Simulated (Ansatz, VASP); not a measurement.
## Two plane-wave programs on SnO2

```
CELL_PARAMETERS angstrom
-0.09340 2.44007 2.44007
2.44007 -0.09340 2.44007
2.44007 2.44007 -0.09340
ATOMIC_POSITIONS crystal
Sn 0.00000 0.00000 0.00000
O 0.25238 0.25238 0.25238
O 0.74762 0.74762 0.74762
```

Change from the starting cell: shear_111 strain -5.5%.

Alike in both runs: task single point; functional r2SCAN; k mesh 8 × 8 × 8; no spin polarisation.

|  | VASP | Ansatz |
| --- | --- | --- |
| version | VASP 6.6.1 | Ansatz 0.2.0 |
| potentials or method | VASP PAW PBE potentials, release 64 (Sn_d, O_h) | plane waves, PAW |
| plane-wave cutoff (eV) | 1480 | 500 |
| occupations | gaussian, width 0.01 eV | fixed |
| valence electrons in the cell | 26 | 26 |

VASP gave:

* gap on the k mesh at the Fermi level (eV): 1.53
* pressure (GPa): 16.7
* traceless stress, the component that is largest in VASP (GPa): 1.56
* rms of the force components (eV/Å): 0.011

Question: Estimate Ansatz's values.

Answer: gap on the k mesh at the Fermi level (eV): 1.50; pressure (GPa): 15.3; traceless stress, the component that is largest in VASP (GPa): 1.49; rms of the force components (eV/Å): 0.000.

VASP's potentials were made for PBE, not for r2SCAN. Atom by atom the forces differ by 0.010 eV/Å (rms over components).
